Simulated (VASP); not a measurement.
Crystal: MgF2.

```
Mg F
1.0
     4.43009    0.00000    0.00000
     0.00000    4.43028    0.00000
     0.00000    0.00000    3.13804
Mg F
2 4
Direct
  0.50000 0.50000 0.50000
  0.00000 0.00000 0.00000
  0.80448 0.19544 0.50000
  0.19552 0.80456 0.50000
  0.30448 0.30456 0.00000
  0.69552 0.69544 0.00000
```

This cell differs from its parent crystal: epitaxial xy strain -4.2%.

Program: VASP 6.6.1. Alike in all runs: task single point; potentials or basis VASP PAW PBE potentials, release 64 (Mg, F); no spin polarisation; cell as given.

Order these runs on this cell by their band gap on the k mesh, lowest first.
A. level PBE; k mesh 6 × 6 × 8; cutoff (eV) 600; smearing fermi-dirac 0.02 eV
B. level r2SCAN; k mesh 6 × 6 × 8; cutoff (eV) 660; smearing gaussian 0.01 eV
C. level HSE06; k mesh 4 × 4 × 6; cutoff (eV) 520; smearing gaussian 0.01 eV; grid for exact exchange (PRECFOCK) Normal; share of exact exchange 0.25; screening parameter 0.2079 1/Å

A (7.40 eV), B (8.32 eV), C (9.70 eV).

A k mesh can miss the band edges.
